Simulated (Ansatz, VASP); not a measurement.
## Sr in VASP and in Ansatz

INCAR

```
  PREC = Accurate
  ENCUT = 520
  EDIFF = 1E-6
  ISMEAR = -1
  SIGMA = 0.05
  LREAL = False
  LASPH = True
  NELM = 80
  ALGO = Normal
  ISIF = 2
  LWAVE = False
  LCHARG = False
  GGA = PE
  NBANDS = 11
```

Contents of KPOINTS:

```
Automatic mesh
0
Gamma
  11 11 11
```

File POSCAR:

```
Sr
1.0
   -2.0943475932      2.0943475932      2.0943475932
    2.0943475932     -2.0943475932      2.0943475932
    2.0943475932      2.0943475932     -2.0943475932
Sr
1
Direct
    0.0000000000      0.0000000000      0.0000000000
```

Input for Ansatz:

```yaml
crystal:
  lattice:
    - [-2.0943475932, 2.0943475932, 2.0943475932]
    - [2.0943475932, -2.0943475932, 2.0943475932]
    - [2.0943475932, 2.0943475932, -2.0943475932]
  atoms:
    - { symbol: Sr, position: [0.0, 0.0, 0.0] }
kpoints:
  mp_grid: { grid: [11, 11, 11] }
scf:
  occupations: { method: fermi_dirac, width: 0.05 }
hamiltonian:
  xc: pbe
  pseudopotentials: { kind: all_electron, lapw: { basis_error: 0.001 } }
output:
  forces: true
  stress: true
  eigenvalues: true
  populations: true
```

Change from the starting cell: volume scaled by 0.68, LAPW.

Alike in both runs: task single point; functional PBE; k mesh 11 × 11 × 11; occupations fermi-dirac, width 0.05 eV; no spin polarisation.

|  | VASP | Ansatz |
| --- | --- | --- |
| version | VASP 6.6.1 | Ansatz 0.2.0 |
| potentials or method | VASP PAW PBE potentials, release 64 (Sr_sv), cutoff 520 eV | all-electron LAPW, scalar-relativistic |

|  | VASP | Ansatz | Ansatz less VASP |
| --- | --- | --- | --- |
| pressure (GPa) | 8.4 | 8.4 | -0.05 |

Ansatz ran all-electron here, and VASP with PAW potentials.
